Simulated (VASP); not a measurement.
Runs of VASP 6.6.1 on CsCaH3. The structure is that of space group Pm-3m (No. 221), or close to it. The cells are those of the table. 

```tsv
cell	gap on the mesh (eV)	pressure (GPa)
a = 4.760, b = 4.621, c = 4.621 Å, 5 atoms	(a)	-2.8
a = 4.691, b = 4.621, c = 4.621 Å, 5 atoms	2.79	(c)
a = 4.483, b = 4.621, c = 4.621 Å, 5 atoms	2.72	-1.7
a = 4.413, b = 4.621, c = 4.621 Å, 5 atoms	(b)	-1.3
a = 4.829, b = 4.621, c = 4.621 Å, 5 atoms	2.77	-3.0
```

Alike in all rows: task single point; level LDA; potentials or basis VASP PAW LDA potentials, release 64 (Cs_sv, Ca_sv, H); no spin polarisation; k mesh 6 × 6 × 6; cutoff (eV) 520; smearing gaussian 0.05 eV.

Task: Estimate the missing entries.

Result: (a) 2.78; (b) 2.68; (c) -2.6.

Caveats: spin-orbit coupling is left out, which moves the levels of the heavy elements; the cell stands under tension (at least some runs).

A k mesh can miss the band edges, and the runs leave out spin-orbit coupling on Cs.
